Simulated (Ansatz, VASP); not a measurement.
This is a calculation of Re for Ansatz 0.2.0.

input.yaml

```yaml
crystal:
  lattice:
    - [2.7663873939, 0.0, 0.0]
    - [-1.3831936969, 2.3957617598, 0.0]
    - [0.0, 0.0, 8.93884516]
  atoms:
    - { symbol: Re, position: [0.6666666667, 0.3333333333, 0.75] }
    - { symbol: Re, position: [0.0, 0.0, 0.5] }
    - { symbol: Re, position: [0.3333333333, 0.6666666667, 0.25] }
    - { symbol: Re, position: [0.0, 0.0, 0.0] }
hamiltonian:
  xc: rpbe
  pseudopotentials: { kind: paw }
kpoints:
  mp_grid: { grid: [8, 8, 3] }
scf:
  occupations: { method: fermi_dirac, width: 0.05 }
output:
  forces: true
  stress: true
  eigenvalues: true
relax:
  f_tol: 0.01
  max_steps: 40
  cell: { stress_tol: 0.05 }
```

Potentials or basis: Ansatz PAW.

Launch:

```sh
$ ansatz run input.yaml --threads 2 --pin off --max-ram 5632MiB --backend cpu --events-out ev --progress --plain --runs-dir out
```

Question: Set up the same calculation for VASP 6.6.1. Potentials there: VASP PAW PBE potentials, release 64 (Re).

Answer: As run (the cutoff follows the program's own potentials):

INCAR

```
SYSTEM = Re
PREC     = Accurate       ! precision mode
ENCUT    = 600            ! plane-wave cutoff, eV
EDIFF    = 1E-6           ! SCF threshold, eV
ISMEAR   = -1             ! smearing method
SIGMA    = 0.05           ! smearing width, eV
LREAL    = .False.        ! projectors in reciprocal space
LASPH    = .True.         ! aspherical terms in the spheres
NELM     = 80             ! most SCF steps
ALGO     = Fast           ! electronic algorithm
ISIF     = 3              ! what is computed and relaxed
LWAVE    = .False.        ! write WAVECAR
LCHARG   = .False.        ! write CHGCAR
GGA      = RP             ! functional
IBRION   = 2              ! ionic algorithm
NSW      = 60             ! ionic steps
EDIFFG   = -0.01          ! ionic threshold
```

Contents of KPOINTS:

```
Automatic mesh
0
Gamma
  8 8 3
  0 0 0
```

Contents of POSCAR:

```
Re
1.0
    2.7663873939      0.0000000000      0.0000000000
   -1.3831936969      2.3957617598      0.0000000000
    0.0000000000      0.0000000000      8.9388451600
Re
4
Direct
    0.6666666667      0.3333333333      0.7500000000
    0.0000000000      0.0000000000      0.5000000000
    0.3333333333      0.6666666667      0.2500000000
    0.0000000000      0.0000000000      0.0000000000
```

Potentials or basis: VASP PAW PBE potentials, release 64 (Re).

Launch:

```console
$ cat potpaw_PBE.64/Re/POTCAR > POTCAR
$ mpirun -np 1 vasp_std > vasp.out
```

Both were run:

|  | VASP | Ansatz | Ansatz less VASP |
| --- | --- | --- | --- |
| gap on the k mesh at the Fermi level, each at its own relaxed structure (eV) | none | none | - |
| relaxed volume (Å³/atom) | 15.09 | 15.12 | +0.028 |
| relaxed length of the cell vector where the two differ most in proportion (Å) | 8.987 | 8.994 | +0.0074 |

VASP's potentials were made for PBE, not for RPBE. A gap of «none» marks a metal or a gap that the smearing closes. VASP's potentials hold 28 valence electrons a cell and Ansatz's 60, so a difference there can come from the potentials and not from the codes.

Neither program's run includes spin-orbit coupling. Noted on Ansatz's run: the plane-wave basis is chosen anew once the cell has moved, so the energies of steps on either side of that aren't comparable.
